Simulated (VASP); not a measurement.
# Mg3SeS2 (Fmmm) in VASP: a series of runs

Mg3SeS2 is run at these levels: PBE; tasks: relaxation of cell and atoms, single point.

All numbers are computed with VASP 6.6.1; they aren't measurements. Logs are shortened: lines on timing, memory, paths and dates and some standing lists are left out, and cuts for length are marked.

### Step 1. The cell of the first run

Symmetry: Fmmm, No. 69, orthorhombic system. Conventional cell: a = 6.674 Å, b = 7.090 Å, c = 12.169 Å, α = 90.00°, β = 90.00°, γ = 90.00°. Within 3.2 Å of Mg (site symmetry mm2) lie 1 Se at 2.42 Å and 2 S at 3.09 Å. Mg (site symmetry mmm) has 2 S at 1.62 Å within 2.2 Å. Se (site symmetry mmm) has 2 S at 1.93 Å and 2 Mg at 2.42 Å within 2.6 Å. S (site symmetry m2m) has 1 Mg at 1.62 Å and 1 Se at 1.93 Å within 2.2 Å.

The cell was built from a structure type or drawn by symmetry, and may not be a known phase.

### Step 2. Relaxation of cell and atoms, PBE

File INCAR:

```
ALGO = Normal ; EDIFF = 1E-7
EDIFFG = -0.04 ; ENCUT = 600
GGA = PE ; IBRION = 2
ISIF = 3 ; ISMEAR = 0
LASPH = True ; LCHARG = False
LREAL = False ; LWAVE = False
NELM = 80 ; NSW = 90
PREC = Accurate ; SIGMA = 0.1
```

File KPOINTS:

```
k-points
0
Gamma
  4 4 4
```

File POSCAR:

```
Mg3SeS2
1.0
    0.0000000000      3.5448913500      6.0845353700
    3.3372343300      0.0000000000      6.0845353700
    3.3372343300      3.5448913500      0.0000000000
Mg Se S
3 1 2
Direct
    0.1987812600      0.1987812600      0.8012187400
    0.8012187400      0.8012187400      0.1987812600
    0.5000000000      0.5000000000      0.5000000000
    0.0000000000      0.0000000000      0.0000000000
    0.2721114500      0.7278885500      0.2721114500
    0.7278885500      0.2721114500      0.7278885500
```

Potentials or basis: VASP PAW PBE potentials, release 64 (Mg, Se, S).

Run with:

```
> cat potpaw_PBE.64/Mg/POTCAR potpaw_PBE.64/Se/POTCAR potpaw_PBE.64/S/POTCAR > POTCAR
> mpirun -np 1 vasp_std > vasp.out
```

OUTCAR:

```text
EDIFF = 1E-7
   EDIFFG = -0.04
   ENCUT = 600
   GGA = PE
   IBRION = 2
   ISIF = 3
   ISMEAR = 0
   LASPH = True
   LREAL = False
   NELM = 80
   NSW = 90
   PREC = Accurate

 ion  position               nearest neighbor table
   1  0.199  0.199  0.801-   4 2.42   5 3.09   6 3.09   2 3.56   2 3.56
   2  0.801  0.801  0.199-   4 2.42   5 3.09   6 3.09   1 3.56   1 3.56
   3  0.500  0.500  0.500-   5 1.62   6 1.62
   4  0.000  0.000  0.000-   5 1.93   6 1.93   1 2.42   2 2.42
   5  0.272  0.728  0.272-   3 1.62   4 1.93   1 3.09   2 3.09
   6  0.728  0.272  0.728-   3 1.62   4 1.93   1 3.09   2 3.09

  LATTYP: Found a face centered orthorhombic cell.
 ALAT       =     6.6744686600
 B/A-ratio  =     1.0622242850
 C/A-ratio  =     1.8232268904

  Lattice vectors:

 A1 = (   0.0000000000,   3.5448913500,   6.0845353700)
 A2 = (   3.3372343300,   0.0000000000,   6.0845353700)
 A3 = (   3.3372343300,   3.5448913500,   0.0000000000)

Analysis of symmetry for initial positions (statically):
=====================================================================
 Subroutine PRICEL returns:
 Original cell was already a primitive cell.

 Routine SETGRP: Setting up the symmetry group for a
 face centered orthorhombic supercell.

 Subroutine GETGRP returns: Found  8 space group operations
 (whereof  8 operations were pure point group operations)
 out of a pool of  8 trial point group operations.

The static configuration has the point symmetry D_2h.

Analysis of symmetry for dynamics (positions and initial velocities):
=====================================================================
 Subroutine PRICEL returns:
 Original cell was already a primitive cell.

 Routine SETGRP: Setting up the symmetry group for a
 face centered orthorhombic supercell.

 Subroutine GETGRP returns: Found  8 space group operations
 (whereof  8 operations were pure point group operations)
 out of a pool of  8 trial point group operations.

The dynamic configuration has the point symmetry D_2h.

 Subroutine INISYM returns: Found  8 space group operations
 (whereof  8 operations are pure point group operations),
 and found     1 'primitive' translations

----------------------------------------------------------------------------------------

                                     Primitive cell

  volume of cell :     143.9617

  direct lattice vectors                    reciprocal lattice vectors
     0.000000000  3.544891350  6.084535370    -0.149824660  0.141048047  0.082175543
     3.337234330  0.000000000  6.084535370     0.149824660 -0.141048047  0.082175543
     3.337234330  3.544891350  0.000000000     0.149824660  0.141048047 -0.082175543

  length of vectors
     7.041862350  6.939647227  4.868612498     0.221573465  0.221573465  0.221573465

  position of ions in fractional coordinates (direct lattice)
     0.198781260  0.198781260  0.801218740
     0.801218740  0.801218740  0.198781260
     0.500000000  0.500000000  0.500000000
     0.000000000  0.000000000  0.000000000
     0.272111450  0.727888550  0.272111450
     0.727888550  0.272111450  0.727888550

  ion indices of the primitive-cell ions
   primitive index   ion index
                 1           1
                 2           2
                 3           3
                 4           4
                 5           5
                 6           6

----------------------------------------------------------------------------------------

 KPOINTS: k-points

Automatic generation of k-mesh.
 Grid dimensions read from file:
 generate k-points for:    4    4    4

 Generating k-lattice:

  Cartesian coordinates                     Fractional coordinates (reciprocal lattice)
    -0.037456165  0.035262012  0.020543886     0.250000000  0.000000000  0.000000000
     0.037456165 -0.035262012  0.020543886     0.000000000  0.250000000  0.000000000
     0.037456165  0.035262012 -0.020543886     0.000000000  0.000000000  0.250000000

  Length of vectors
     0.055393366  0.055393366  0.055393366

  Shift w.r.t. Gamma in fractional coordinates (k-lattice)
     0.000000000  0.000000000  0.000000000

 Subroutine IBZKPT returns following result:
 ===========================================

 Found     18 irreducible k-points:

 Following reciprocal coordinates:
            Coordinates               Weight
  0.000000  0.000000  0.000000      1.000000
  0.250000  0.000000  0.000000      8.000000
  0.500000  0.000000  0.000000      4.000000
  0.250000  0.250000  0.000000      2.000000
  0.500000  0.250000  0.000000      8.000000
 -0.250000  0.250000 -0.000000      4.000000
[... 10 lines left out ...]
 -0.250000  0.250000  0.500000      2.000000
  0.000000  0.500000  0.500000      1.000000
   k-points           NKPTS =     18   k-points in BZ     NKDIM =     18   number of bands    NBANDS=     16
   number of dos      NEDOS =    301   number of ions     NIONS =      6
   total plane-waves  NPLWV = 125440
   dimension x,y,z NGX =    56 NGY =   56 NGZ =   40
   dimension x,y,z NGXF=   112 NGYF=  112 NGZF=   80
   ions per type =               3   1   2
   NGX,Y,Z   is equivalent  to a cutoff of  13.22, 13.42, 13.66 a.u.
   NGXF,Y,Z  is equivalent  to a cutoff of  26.44, 26.83, 27.32 a.u.
 SYSTEM =  unknown system
   PREC   = accura    normal or accurate (medium, high low for compatibility)
   ISTART =      0    job   : 0-new  1-cont  2-samecut
   ICHARG =      2    charge: 1-file 2-atom 10-const
   ISPIN  =      1    spin polarized calculation?
   LNONCOLLINEAR =      F non collinear calculations
   LSORBIT =      F    spin-orbit coupling
   LASPH  =      T    aspherical Exc in radial PAW
   ENCUT  =  600.0 eV  44.10 Ry    6.64 a.u.  14.06 13.86  9.72*2*pi/ulx,y,z
   NELM   =     80;   NELMIN=  2; NELMDL= -5     # of ELM steps
   EDIFF  = 0.1E-06   stopping-criterion for ELM
   LREAL  =      F    real-space projection
   EDIFFG = -.4E-01   stopping-criterion for IOM
   NSW    =     90    number of steps for IOM
   IBRION =      2    ionic relax: 0-MD 1-quasi-New 2-CG
   NFREE  =      1    steps in history (QN), initial steepest desc. (CG)
   ISIF   =      3    stress and relaxation
   ISYM   =      2    0-nonsym 1-usesym 2-fastsym
   POTIM  = 0.5000    time-step for ionic-motion
   TEBEG  =    0.0;   TEEND  =   0.0 temperature during run
   PSTRESS=    0.0 pullay stress
   NELECT =      24.0000    total number of electrons
   NUPDOWN=      -1.0000    fix difference up-down
   EMIN   =  10.00;   EMAX   =-10.00  energy-range for DOS
   EFERMI =   0.00;   METHOD = LEGACY
   ISMEAR =     0;   SIGMA  =   0.10  broadening in eV -4-tet -1-fermi 0-gaus
   EFERMI_NEDOS =   21; number of points for ismear=-14 and -15
   IALGO  =     38    algorithm
   IMIX   =      4    mixing-type and parameters
     AMIX     =   0.40;   BMIX     =  1.00
     AMIX_MAG =   1.60;   BMIX_MAG =  1.00
  volume/ion in A,a.u.               =      23.99       161.92
  Fermi-wavevector in a.u.,A,eV,Ry     =   0.901010  1.702662 11.045466  0.811819
  Thomas-Fermi vector in A             =   2.024038
   LORBIT       =      0    0 simple, 1 ext, 2 COOP (PROOUT), +10 PAW based schemes
   GGA     = PE    functional components
   LHFCALC =     F    Hartree Fock is set to
   AEXX    =    0.0000 exact exchange contribution
   IVDW    =     0    specifies the selected vdW correction
   LEPSILON=     F    determine dielectric tensor
   LRPA    =     F    only Hartree local field effects (RPA)
 conjugate gradient relaxation of ions
 non-spin polarized calculation
 Gauss-broadening in eV      SIGMA  =   0.10
  energy-cutoff  :      600.00
  volume of cell :      143.96
 maximum number of plane-waves:      4835
   NGX = 29   NGY = 27   NGZ = 19

--------------------------------------- Ionic step        1  -------------------------------------------

 number of electron      24.0000001 magnetization

 Free energy of the ion-electron system (eV)
  ---------------------------------------------------
  ext. energy  EPLUGINS =         0.00000000
  ---------------------------------------------------
  free energy    TOTEN  =         0.29919136 eV

  energy without entropy =        0.31348539  energy(sigma->0) =        0.30633838

------------------------ aborting loop because EDIFF is reached ----------------------------------------

  FORCE on cell =-STRESS in cart. coord.  units (eV):
  Direction    XX          YY          ZZ          XY          YZ          ZX
  --------------------------------------------------------------------------------------
  -------------------------------------------------------------------------------------
  Total       -0.9882406    125.8924528      5.9445578      0.0000000      0.0000000      0.0000000
  in kB      -10.9983168   1401.0809573     66.1581102      0.0000000      0.0000000      0.0000000
  external PRESSURE =     485.4135836 kB  Pullay stress =       0.0000000 kB
[... 101 lines left out ...]
  FREE ENERGIE OF THE ION-ELECTRON SYSTEM (eV)
  ---------------------------------------------------
  free  energy   TOTEN  =       -12.2995943860 eV

  energy  without entropy=      -12.2500361107  energy(sigma->0) =      -12.27481525

 E-fermi :  -0.0877     XC(G=0):  -6.8124

 val. band max:       -0.1051783283   @ k =   0.0000   0.5000   0.5000
 cond. band min:      -0.0595378375   @ k =   0.5000   0.0000   0.2500
 fundamental gap:      0.0456404908
 Fermi energy:        -0.0877169462

 k-point     1 :       0.0000    0.0000    0.0000
  band No.  band energies     occupation
      1     -13.9402      2.00000
      2     -10.9716      2.00000
      3     -10.9547      2.00000
      4      -4.5378      2.00000
      5      -4.0614      2.00000
      6      -3.6355      2.00000
[... 8 lines left out ...]
     15       1.2267      0.00000
     16       1.8116      0.00000
[... 306 lines left out ...]
  band No.  band energies     occupation
      1     -13.8747      2.00000
      2     -11.6548      2.00000
      3     -10.2367      2.00000
      4      -4.9881      2.00000
      5      -4.1177      2.00000
      6      -3.9232      2.00000
[... 8 lines left out ...]
     15       2.7235      0.00000
     16       2.8066      0.00000

[... ionic steps 4 to 26 ...]

--------------------------------------- Ionic step       27  -------------------------------------------

 number of electron      24.0000000 magnetization

------------------------ aborting loop because EDIFF is reached ----------------------------------------

  FORCE on cell =-STRESS in cart. coord.  units (eV):
  Direction    XX          YY          ZZ          XY          YZ          ZX
  --------------------------------------------------------------------------------------
  -------------------------------------------------------------------------------------
  Total        0.2172019     -0.0638839     -0.0561531      0.0000000      0.0000000      0.0000000
  in kB        2.0439360     -0.6011671     -0.5284182      0.0000000      0.0000000      0.0000000
  external PRESSURE =       0.3047836 kB  Pullay stress =       0.0000000 kB
[... 65 lines left out ...]
  energy  without entropy=      -16.4045157005  energy(sigma->0) =      -16.41151474

--------------------------------------- Ionic step       29  -------------------------------------------

 number of electron      24.0000000 magnetization

 Free energy of the ion-electron system (eV)
  ---------------------------------------------------
  ext. energy  EPLUGINS =         0.00000000
  ---------------------------------------------------
  free energy    TOTEN  =       -16.41959474 eV

  energy without entropy =      -16.40538985  energy(sigma->0) =      -16.41249229

 E-fermi :   2.1445     XC(G=0):  -7.7635

 val. band max:        2.1042338219   @ k =   0.2500   0.0000   0.2500
 cond. band min:       2.1876156858   @ k =   0.5000   0.0000   0.5000
 fundamental gap:      0.0833818639
 Fermi energy:         2.1444522634

 k-point     1 :       0.0000    0.0000    0.0000
  band No.  band energies     occupation
      1     -13.1154      2.00000
      2     -10.3064      2.00000
      3      -9.4552      2.00000
      4      -4.2606      2.00000
      5      -3.3468      2.00000
      6      -3.0859      2.00000
[... 8 lines left out ...]
     15       4.5867      0.00000
     16       4.9690      0.00000
[... 354 lines left out ...]
  FREE ENERGIE OF THE ION-ELECTRON SYSTEM (eV)
  ---------------------------------------------------
  free  energy   TOTEN  =       -16.4195947357 eV

  energy  without entropy=      -16.4053898456  energy(sigma->0) =      -16.41249229

 reached required accuracy - stopping structural energy minimisation
```

Run time: 21 min. Hardware: 1 thread of AMD EPYC 9R45 (Zen 5), shared host; peak memory 0.37 GiB.

What came out:

```yaml
Free_energy: -16.4196 eV
Relaxed_volume: 28.53 Å³/atom
Relaxed_cell: a = 8.114 Å, b = 6.919 Å, c = 5.682 Å, α = 79.51°, β = 56.97°, γ = 43.52°
Space_group_after_relaxing_to_0.1_Å: Fmmm (No. 69)
Energy_gained_by_relaxing: 2786.5 meV/atom
Ionic_steps: 29
Pressure_after_relaxing: -0.1 GPa
Largest_force_after_relaxing: 0.013 eV/Å
Band_gap_on_the_k_mesh: zero (bands 12 and 13 overlap by 2.37 eV)
```

Forces in eV/Å, atoms in the order of the input:
```
Mg   0.000  0.000 -0.010
Mg   0.000  0.000  0.010
Mg   0.000  0.000  0.000
Se   0.000  0.000  0.000
S    0.000  0.013  0.000
S    0.000 -0.013  0.000
```

The path:
```csv
step,energy change (eV),largest force (eV/Å),pressure (GPa),volume (Å³)
1,0.0000,14.8625,48.54,143.96
2,-12.4904,0.1696,-3.20,301.12
3,-12.5988,0.1956,-3.07,294.91
4,-12.6844,0.2186,-2.95,289.67
5,-13.1132,1.9576,-1.59,252.35
6,-13.7151,0.7271,-2.58,239.63
7,-14.0508,1.1351,-2.54,222.13
8,-14.5661,0.7992,-1.78,203.56
9,-14.8565,0.5604,0.25,184.11
10,-14.8569,0.5618,0.76,180.97
11,-15.2273,1.1273,0.37,178.89
12,-15.8823,3.0512,1.28,170.15
13,-16.0925,2.6856,0.88,170.30
14,-16.3674,1.1526,0.85,170.34
15,-16.4831,0.7296,0.10,171.41
16,-16.5769,0.5662,-1.17,174.19
17,-16.5793,0.5607,-1.05,173.84
18,-16.6091,0.5250,-0.82,172.03
19,-16.6659,0.3628,0.01,166.64
20,-16.5613,0.4129,2.52,156.08
21,-16.6697,0.2989,0.32,164.88
22,-16.6702,0.2656,0.46,164.18
23,-16.6821,0.1938,0.30,165.02
24,-16.6903,0.0584,0.05,166.52
25,-16.7006,0.0810,0.02,167.35
26,-16.7089,0.2240,0.00,169.28
27,-16.7165,0.1335,0.03,170.26
28,-16.7177,0.0810,0.05,170.79
29,-16.7188,0.0127,-0.07,171.16
```

Final structure:
```cif
data_structure
_symmetry_space_group_name_H-M 'P 1'
_symmetry_Int_Tables_number 1
_cell_length_a 8.1138
_cell_length_b 6.9185
_cell_length_c 5.6822
_cell_angle_alpha 79.506
_cell_angle_beta 56.974
_cell_angle_gamma 43.520
_cell_volume 171.16
loop_
_atom_site_label
_atom_site_type_symbol
_atom_site_fract_x
_atom_site_fract_y
_atom_site_fract_z
_atom_site_occupancy
Mg1 Mg 0.20805 0.20805 0.79195 1
Mg2 Mg 0.79195 0.79195 0.20805 1
Mg3 Mg 0.50000 0.50000 0.50000 1
Se1 Se 0.00000 0.00000 0.00000 1
S1 S 0.25174 0.74826 0.25174 1
S2 S 0.74826 0.25174 0.74826 1
```

Caveat: the volume moved by over 15 % at a fixed basis, so the end points are rough.

(Continued in part 2 of 2.)
